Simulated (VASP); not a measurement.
KCl:

```xyz
2
Lattice="0.0000 3.3100 3.1046 3.3100 0.0000 3.1046 3.3100 3.3100 0.0000" Properties=species:S:1:pos:R:3 pbc="T T T"
K     0.0000    0.0000    0.0000
Cl    3.3100    3.3100    3.1046
```

This cell differs from its parent crystal: epitaxial xy strain +5.2%.

Base run:

```yaml
Program: VASP 6.6.1
Functional: r2SCAN
Potentials_or_basis: VASP PAW PBE potentials, release 64 (K_sv, Cl)
Cutoff: 520 eV
k_mesh: 8 × 8 × 8
Occupations: gaussian, width 0.01 eV
Spin: no spin polarisation
```

Its results: band gap on the k mesh 5.50 eV, direct; pressure -1.2 GPa.

Problem. The run is repeated on the same cell with these changes: functional from r2SCAN to PBE; occupations from gaussian, width 0.01 eV to fermi-dirac, width 0.02 eV. What comes out?

Solution. Band gap on the k mesh 4.87 eV, direct; pressure -0.5 GPa.

Caveats: the PAW data sets were made with another functional, which shifts forces and pressure a little (some runs).

A k mesh can miss the band edges.
